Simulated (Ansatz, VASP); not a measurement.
Si12Cl: VASP beside Ansatz

```
Si Cl
1.0
     7.66669    0.00000    0.00000
     0.00000    5.42117    0.00000
     0.00000    0.00000   20.68775
Si Cl
12 1
Direct
  0.25000 0.00000 0.19335
  0.75000 0.00000 0.19335
  0.00000 0.25000 0.19335
  0.50000 0.25000 0.19335
  0.00000 0.50388 0.28356
  0.50000 0.50388 0.28356
  0.25000 0.74612 0.28356
  0.75000 0.74612 0.28356
  0.25000 0.00860 0.37161
  0.75000 0.00860 0.37161
  0.00000 0.24140 0.37161
  0.50000 0.24140 0.37161
  0.50000 0.17527 0.47795
```

Alike in both runs: task single point; functional PBE; dispersion D3(BJ); k mesh 4 × 5 × 1; occupations gaussian, width 0.05 eV; collinear spin.

```csv
,VASP,Ansatz
version,VASP 6.6.1,Ansatz 0.2.0
potentials or method,"VASP PAW PBE potentials, release 64 (Si, Cl), cutoff 400 eV","scalar-relativistic, plane waves, PAW"
valence electrons in the cell,55,55
```

Ansatz gave:

| Item | Value |
| --- | --- |
| gap on the k mesh at the Fermi level (eV) | none |
| rms of the force components (eV/Å) | 0.317 |
| net moment per atom (μB) | 0.08 |
| size of the moment on the site where the two differ most (μB) | 0.11 |

Problem. What did VASP give for the same quantities?

Solution. gap on the k mesh at the Fermi level (eV): none; rms of the force components (eV/Å): 0.320; net moment per atom (μB): 0.08; size of the moment on the site where the two differ most (μB): 0.12.

Site moments also hang on the region over which each program counts them. Atom by atom the forces differ by 0.006 eV/Å (rms over components). A gap of «none» marks a metal or a gap that the smearing closes.
